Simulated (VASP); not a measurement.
# PtF2 (Cmmm) in VASP: settings compared

PtF2 is run at these levels: PBEsol, PBE; tasks: single point, relaxation of cell and atoms.

All numbers are computed with VASP 6.6.1; they aren't measurements. Logs are shortened: lines on timing, memory, paths and dates and some standing lists are left out, and cuts for length are marked.

## 1. The cell of the first run

Symmetry: Cmmm, No. 65, orthorhombic system. The conventional cell has a = 5.914 Å, b = 6.865 Å, c = 3.112 Å, α = 90.00°, β = 90.00°, γ = 90.00°. Within 2.7 Å of Pt (site symmetry mmm) lie 4 F at 2.02 Å. F (site symmetry 2mm) has 2 Pt at 2.02 Å and 1 F at 2.58 Å within 2.7 Å.

## 2. Single point, PBEsol

INCAR

```
PREC = Accurate ; ENCUT = 600
EDIFF = 1E-6 ; ISMEAR = 0
SIGMA = 0.02 ; LREAL = F
LASPH = T ; NELM = 120
ALGO = Normal ; ISIF = 2
LWAVE = F ; LCHARG = T
GGA = PS ; LELF = T
LVHAR = T ; NBANDS = 23
GGA_COMPAT = F
```

KPOINTS

```
regular mesh
0
Gamma
  6 6 10
```

POSCAR

```
PtF2
1.0
    2.9572437471     -3.4322621101      0.0000000000
    2.9572437471      3.4322621101      0.0000000000
    0.0000000000      0.0000000000      3.1120110748
Pt F
1 2
Direct
    0.5000000000      0.5000000000      0.5000000000
    0.7178514014      0.7178514014      0.0000000000
    0.2821485986      0.2821485986      0.0000000000
```

Potentials or basis: VASP PAW PBE potentials, release 64 (Pt_sv_GW, F).

Run with:

```sh
$ cat potpaw_PBE.64/Pt_sv_GW/POTCAR potpaw_PBE.64/F/POTCAR > POTCAR
$ mpirun -np 1 vasp_std > vasp.out
```

OUTCAR:

```text
PREC = Accurate
   ENCUT = 600
   EDIFF = 1E-6
   ISMEAR = 0
   LREAL = F
   LASPH = T
   NELM = 120
   ISIF = 2
   GGA = PS

 ion  position               nearest neighbor table
   1  0.500  0.500  0.500-   2 2.02   3 2.02   2 2.02   3 2.02
   2  0.718  0.718  0.000-   1 2.02   1 2.02
   3  0.282  0.282  0.000-   1 2.02   1 2.02

  LATTYP: Found a base centered orthorhombic cell.
 ALAT       =     5.9144874942
 B/A-ratio  =     1.1606287488
 C/A-ratio  =     0.5261674960

  Lattice vectors:

 A1 = (   2.9572437471,  -3.4322621101,   0.0000000000)
 A2 = (   2.9572437471,   3.4322621101,   0.0000000000)
 A3 = (   0.0000000000,   0.0000000000,   3.1120110748)

Analysis of symmetry for initial positions (statically):
=====================================================================
 Subroutine PRICEL returns:
 Original cell was already a primitive cell.

 Routine SETGRP: Setting up the symmetry group for a
 base centered orthorhombic supercell.

 Subroutine GETGRP returns: Found  8 space group operations
 (whereof  8 operations were pure point group operations)
 out of a pool of  8 trial point group operations.

The static configuration has the point symmetry D_2h.

Analysis of symmetry for dynamics (positions and initial velocities):
=====================================================================
 Subroutine PRICEL returns:
 Original cell was already a primitive cell.

 Routine SETGRP: Setting up the symmetry group for a
 base centered orthorhombic supercell.

 Subroutine GETGRP returns: Found  8 space group operations
 (whereof  8 operations were pure point group operations)
 out of a pool of  8 trial point group operations.

The dynamic configuration has the point symmetry D_2h.

 Subroutine INISYM returns: Found  8 space group operations
 (whereof  8 operations are pure point group operations),
 and found     1 'primitive' translations

----------------------------------------------------------------------------------------

                                     Primitive cell

  volume of cell :      63.1740

  direct lattice vectors                    reciprocal lattice vectors
     2.957243747 -3.432262110  0.000000000     0.169076357 -0.145676520  0.000000000
     2.957243747  3.432262110  0.000000000     0.169076357  0.145676520  0.000000000
     0.000000000  0.000000000  3.112011075     0.000000000  0.000000000  0.321335617

  length of vectors
     4.530531290  4.530531290  3.112011075     0.223178097  0.223178097  0.321335617

  position of ions in fractional coordinates (direct lattice)
     0.500000000  0.500000000  0.500000000
     0.717851401  0.717851401  0.000000000
     0.282148599  0.282148599  0.000000000

  ion indices of the primitive-cell ions
   primitive index   ion index
                 1           1
                 2           2
                 3           3

----------------------------------------------------------------------------------------

 KPOINTS: regular mesh

Automatic generation of k-mesh.
 Grid dimensions read from file:
 generate k-points for:    6    6   10

 Generating k-lattice:

  Cartesian coordinates                     Fractional coordinates (reciprocal lattice)
     0.028179393 -0.024279420  0.000000000     0.166666667  0.000000000  0.000000000
     0.028179393  0.024279420  0.000000000     0.000000000  0.166666667  0.000000000
     0.000000000  0.000000000  0.032133562     0.000000000  0.000000000  0.100000000

  Length of vectors
     0.037196350  0.037196350  0.032133562

  Shift w.r.t. Gamma in fractional coordinates (k-lattice)
     0.000000000  0.000000000  0.000000000

 Subroutine IBZKPT returns following result:
 ===========================================

 Found     78 irreducible k-points:

 Following reciprocal coordinates:
            Coordinates               Weight
  0.000000  0.000000  0.000000      1.000000
  0.166667 -0.000000  0.000000      4.000000
  0.333333 -0.000000  0.000000      4.000000
  0.500000  0.000000  0.000000      2.000000
  0.166667  0.166667  0.000000      2.000000
  0.333333  0.166667  0.000000      4.000000
[... 16 lines left out ...]
  0.333333  0.333333  0.100000      4.000000
  0.500000  0.333333  0.100000      8.000000
 [... further k-points ...]
   k-points           NKPTS =     78   k-points in BZ     NKDIM =     78   number of bands    NBANDS=     23
   number of dos      NEDOS =    301   number of ions     NIONS =      3
   total plane-waves  NPLWV =  36288
   dimension x,y,z NGX =    36 NGY =   36 NGZ =   28
   dimension x,y,z NGXF=    72 NGYF=   72 NGZF=   56
   ions per type =               1   2
   NGX,Y,Z   is equivalent  to a cutoff of  13.21, 13.21, 14.96 a.u.
   NGXF,Y,Z  is equivalent  to a cutoff of  26.42, 26.42, 29.92 a.u.
 SYSTEM =  unknown system
   PREC   = accura    normal or accurate (medium, high low for compatibility)
   ISTART =      0    job   : 0-new  1-cont  2-samecut
   ICHARG =      2    charge: 1-file 2-atom 10-const
   ISPIN  =      1    spin polarized calculation?
   LNONCOLLINEAR =      F non collinear calculations
   LSORBIT =      F    spin-orbit coupling
   LASPH  =      T    aspherical Exc in radial PAW
   ENCUT  =  600.0 eV  44.10 Ry    6.64 a.u.   9.05  9.05  6.22*2*pi/ulx,y,z
   NELM   =    120;   NELMIN=  2; NELMDL= -5     # of ELM steps
   EDIFF  = 0.1E-05   stopping-criterion for ELM
   LREAL  =      F    real-space projection
   EDIFFG = 0.1E-04   stopping-criterion for IOM
   NSW    =      0    number of steps for IOM
   IBRION =     -1    ionic relax: 0-MD 1-quasi-New 2-CG
   NFREE  =      0    steps in history (QN), initial steepest desc. (CG)
   ISIF   =      2    stress and relaxation
   ISYM   =      2    0-nonsym 1-usesym 2-fastsym
   POTIM  = 0.5000    time-step for ionic-motion
   TEBEG  =    0.0;   TEEND  =   0.0 temperature during run
   PSTRESS=    0.0 pullay stress
   NELECT =      32.0000    total number of electrons
   NUPDOWN=      -1.0000    fix difference up-down
   EMIN   =  10.00;   EMAX   =-10.00  energy-range for DOS
   EFERMI =   0.00;   METHOD = LEGACY
   ISMEAR =     0;   SIGMA  =   0.02  broadening in eV -4-tet -1-fermi 0-gaus
   EFERMI_NEDOS =   21; number of points for ismear=-14 and -15
   IALGO  =     38    algorithm
   IMIX   =      4    mixing-type and parameters
     AMIX     =   0.40;   BMIX     =  1.00
     AMIX_MAG =   1.60;   BMIX_MAG =  1.00
  volume/ion in A,a.u.               =      21.06       142.11
  Fermi-wavevector in a.u.,A,eV,Ry     =   1.305004  2.466100 23.171213  1.703036
  Thomas-Fermi vector in A             =   2.435902
   LORBIT       =      0    0 simple, 1 ext, 2 COOP (PROOUT), +10 PAW based schemes
   GGA     = PS    functional components
   LHFCALC =     F    Hartree Fock is set to
   AEXX    =    0.0000 exact exchange contribution
   IVDW    =     0    specifies the selected vdW correction
   LEPSILON=     F    determine dielectric tensor
   LRPA    =     F    only Hartree local field effects (RPA)
 non-spin polarized calculation
 Gauss-broadening in eV      SIGMA  =   0.02
  energy-cutoff  :      600.00
  volume of cell :       63.17
 maximum number of plane-waves:      2136
   NGX = 19   NGY = 19   NGZ = 13

 number of electron      31.9999995 magnetization

 Free energy of the ion-electron system (eV)
  ---------------------------------------------------
  ext. energy  EPLUGINS =         0.00000000
  ---------------------------------------------------
  free energy    TOTEN  =       -12.98997651 eV

  energy without entropy =      -12.98997651  energy(sigma->0) =      -12.98997651

 E-fermi :  -0.4361     XC(G=0):  -8.1448

 val. band max:       -0.5794597412   @ k =   0.5000   0.5000   0.0000
 cond. band min:       0.5869409984   @ k =   0.3333   0.1667   0.5000
 fundamental gap:      1.1664007396
 Fermi energy:        -0.4360531041

 k-point     1 :       0.0000    0.0000    0.0000
  band No.  band energies     occupation
      1     -98.2408      2.00000
      2     -52.8822      2.00000
      3     -52.7015      2.00000
      4     -51.4602      2.00000
      5     -24.6435      2.00000
      6     -23.9760      2.00000
[... 15 lines left out ...]
     22      11.3333      0.00000
     23      14.2709      0.00000

 k-point     2 :       0.1667   -0.0000    0.0000
  band No.  band energies     occupation
      1     -98.2410      2.00000
      2     -52.8823      2.00000
      3     -52.7016      2.00000
      4     -51.4603      2.00000
      5     -24.6366      2.00000
      6     -23.9831      2.00000
[... 15 lines left out ...]
     22      12.6571      0.00000
     23      13.1351      0.00000

 k-point     3 :       0.3333   -0.0000    0.0000
  band No.  band energies     occupation
      1     -98.2409      2.00000
      2     -52.8822      2.00000
      3     -52.7017      2.00000
      4     -51.4603      2.00000
      5     -24.6222      2.00000
      6     -23.9976      2.00000
[... 15 lines left out ...]
     22      12.0670      0.00000
     23      14.4124      0.00000

 k-point     4 :       0.5000    0.0000    0.0000
  band No.  band energies     occupation
      1     -98.2410      2.00000
      2     -52.8823      2.00000
      3     -52.7017      2.00000
      4     -51.4604      2.00000
      5     -24.6147      2.00000
      6     -24.0050      2.00000
[... 15 lines left out ...]
     22      11.8371      0.00000
     23      14.2490      0.00000

 k-point     5 :       0.1667    0.1667    0.0000
  band No.  band energies     occupation
      1     -98.2411      2.00000
      2     -52.8824      2.00000
      3     -52.7018      2.00000
      4     -51.4603      2.00000
      5     -24.6264      2.00000
      6     -23.9939      2.00000
[... 434 lines left out ...]
 k-point    22 :      -0.1667    0.1667    0.1000
  band No.  band energies     occupation
      1     -98.2406      2.00000
      2     -52.8910      2.00000
      3     -52.7002      2.00000
      4     -51.4597      2.00000
      5     -24.5914      2.00000
      6     -24.0106      2.00000
[... 15 lines left out ...]
     22      11.6951      0.00000
     23      13.3631      0.00000

 k-point    23 :       0.3333    0.3333    0.1000
  band No.  band energies     occupation
      1     -98.2408      2.00000
      2     -52.8911      2.00000
      3     -52.7003      2.00000
      4     -51.4599      2.00000
      5     -24.5661      2.00000
      6     -24.0351      2.00000
[... 15 lines left out ...]
     22      14.4717      0.00000
     23      14.6289      0.00000

 k-point    24 :       0.5000    0.3333    0.1000
  band No.  band energies     occupation
      1     -98.2409      2.00000
      2     -52.8911      2.00000
      3     -52.7004      2.00000
      4     -51.4600      2.00000
      5     -24.5688      2.00000
      6     -24.0308      2.00000
[... 15 lines left out ...]
     22      14.2543      0.00000
     23      15.4874      0.00000

 [... further k-points ...]

------------------------ aborting loop because EDIFF is reached ----------------------------------------

  FORCE on cell =-STRESS in cart. coord.  units (eV):
  Direction    XX          YY          ZZ          XY          YZ          ZX
  --------------------------------------------------------------------------------------
  -------------------------------------------------------------------------------------
  Total       -1.3856840     -0.2931130     -2.1612951     -0.0000000      0.0000000      0.0000000
  in kB      -35.1427769     -7.4337337    -54.8133006     -0.0000000      0.0000000      0.0000000
  external PRESSURE =     -32.4632704 kB  Pullay stress =       0.0000000 kB

 VOLUME and BASIS-vectors are now :
 -----------------------------------------------------------------------------
  energy-cutoff  :      600.00
  volume of cell :       63.17
      direct lattice vectors                 reciprocal lattice vectors
     2.957243747 -3.432262110  0.000000000     0.169076357 -0.145676520  0.000000000
     2.957243747  3.432262110  0.000000000     0.169076357  0.145676520  0.000000000
     0.000000000  0.000000000  3.112011075     0.000000000  0.000000000  0.321335617

 POSITION                                       TOTAL-FORCE (eV/Angst)
 -----------------------------------------------------------------------------------
      2.95724      0.00000      1.55601         0.000000     -0.000000      0.000000
      4.24572      0.00000      0.00000        -0.428782      0.000000      0.000000
      1.66876      0.00000      0.00000         0.428782      0.000000      0.000000
 -----------------------------------------------------------------------------------
    total drift:                                0.000000      0.000000      0.000000

  FREE ENERGIE OF THE ION-ELECTRON SYSTEM (eV)
  ---------------------------------------------------
  free  energy   TOTEN  =       -12.9899765135 eV

  energy  without entropy=      -12.9899765135  energy(sigma->0) =      -12.98997651
```

It took 61 s on 1 thread of AMD EPYC 9R45 (Zen 5), shared host; peak memory 0.25 GiB.

Results:

- Free energy: -12.9900 eV
- Pressure: -3.2 GPa
- Largest force: 0.429 eV/Å
- Band gap on the k mesh: 1.17 eV (least direct gap 1.30 eV)

Forces on the atoms (eV/Å):
```
Pt   0.000  0.000  0.000
F   -0.429  0.000  0.000
F    0.429  0.000  0.000
```

Caveat: the cell stands under tension; the PAW data sets were made with another functional, which shifts forces and pressure a little; spin-orbit coupling is left out, which moves the levels of the heavy elements. A k mesh can miss the band edges.

## 3. Single point, PBE

This run uses another cell than the first one, of 19.28 Å³/atom.

INCAR

```
SYSTEM = PtF2
PREC = Accurate ; ENCUT = 600
EDIFF = 1E-6 ; ISMEAR = 0
SIGMA = 0.1 ; LREAL = .FALSE.
LASPH = .TRUE. ; NELM = 120
ALGO = Normal ; ISIF = 2
LWAVE = .FALSE. ; LCHARG = .FALSE.
GGA = PE ; NBANDS = 23
GGA_COMPAT = .FALSE.
```

KPOINTS

```
Automatic mesh
0
G
  6 6 4
  0 0 0
```

POSCAR

```
PtF2
1.0
    2.8619924967     -3.2370228978      0.0000000000
    2.8619924967      3.2370228978      0.0000000000
    0.0000000000      0.0000000000      3.1215172646
Pt F
1 2
Direct
    0.5000000000      0.5000000000      0.1604124985
    0.7241820983      0.7241820983      0.6604131557
    0.2758179017      0.2758179017      0.6604131557
```

Potentials or basis: VASP PAW PBE potentials, release 64 (Pt_sv_GW, F).

Run with:

```sh
$ cat potpaw_PBE.64/Pt_sv_GW/POTCAR potpaw_PBE.64/F/POTCAR > POTCAR
$ mpirun -np 1 vasp_std > vasp.out
```

Run time: 58 s. Hardware: 1 thread of Intel Xeon Platinum 8488C (Sapphire Rapids), shared host; peak memory 0.21 GiB.

It converged, with:

* Free energy: -12.1456 eV
* Pressure: 0.0 GPa
* Largest force: 0.070 eV/Å
* Band gap on the k mesh: 1.18 eV (least direct gap 1.30 eV)

Forces on the atoms (eV/Å):
```
Pt   0.000  0.000  0.000
F    0.070  0.000  0.000
F   -0.070  0.000  0.000
```

Stress tensor (GPa, compression positive):
```
 0.16  0.00  0.00
 0.00 -0.17  0.00
 0.00  0.00  0.03
```

Levels at points of the mesh, in eV from the valence-band top:
| k point | band 14 | band 15 | band 16 | band 17 | band 18 | band 19 |
| --- | --- | --- | --- | --- | --- | --- |
| (0.00, 0.00, 0.00) | -0.81 | -0.80 | -0.10 | 2.30 | 2.72 | 7.55 |
| (0.50, 0.00, 0.00) | -0.83 | -0.46 | -0.06 | 2.28 | 4.06 | 5.30 |
| (0.50, 0.50, 0.00) | -0.86 | -0.35 | 0.00 | 2.31 | 4.85 | 5.95 |
| (0.00, 0.00, 0.50) | -1.29 | -0.36 | -0.32 | 1.32 | 6.51 | 7.60 |
| (0.50, 0.00, 0.50) | -1.06 | -0.22 | -0.16 | 1.19 | 6.96 | 7.18 |
| (0.50, 0.50, 0.50) | -0.92 | -0.17 | -0.03 | 1.28 | 6.57 | 7.37 |

Caveat: the k points lie up to 0.50 Å⁻¹ apart; spin-orbit coupling is left out, which moves the levels of the heavy elements.

[end of part 1 of 2]
